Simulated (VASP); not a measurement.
Here is a VASP 6.6.1 calculation.

Contents of INCAR:

```
PREC     = Accurate       # precision mode
ENCUT    = 520            # plane-wave cutoff, eV
EDIFF    = 1E-6           # SCF threshold, eV
ISMEAR   = 0              # smearing method
SIGMA    = 0.02           # smearing width, eV
LREAL    = False          # projectors in reciprocal space
LASPH    = True           # aspherical terms in the spheres
NELM     = 80             # most SCF steps
ALGO     = Normal         # electronic algorithm
ISIF     = 2              # what is computed and relaxed
LWAVE    = False          # write WAVECAR
LCHARG   = True           # write CHGCAR
GGA      = PS             # functional
IVDW     = 12             # dispersion correction
LELF     = True           # ELF
LVHAR    = True         
NBANDS   = 20             # bands
```

Contents of KPOINTS:

```
regular mesh
0
Gamma
  12 12 2
```

File POSCAR:

```
WSe2
1.0
    3.2072577469      0.0000000000      0.0000000000
   -1.6036288734      2.7775666853      0.0000000000
    0.0000000000      0.0000000000      6.7708498701
W Se
1 2
Direct
    0.0000000000      0.0000000000      0.0000000000
    0.3333333333      0.6666666667      0.2490323773
    0.3333333333      0.6666666667      0.7509676227
```

Potentials or basis: VASP PAW PBE potentials, release 64 (W_sv, Se).

Command:

```sh
$ cat potpaw_PBE.64/W_sv/POTCAR potpaw_PBE.64/Se/POTCAR > POTCAR
$ mpirun -np 1 vasp_std > vasp.out
```

(1) Estimate the dispersion energy per atom.

(2) What does it give for the band gap on the k mesh?

(3) Estimate the pressure.

## Answers

(1) -0.440 eV.

(2) 1.08 eV, indirect (least direct gap 1.87 eV).

(3) 2.5 GPa.

Caveat: the k points lie up to 0.46 Å⁻¹ apart; the PAW data sets were made with another functional, which shifts forces and pressure a little; spin-orbit coupling is left out, which moves the levels of the heavy elements.
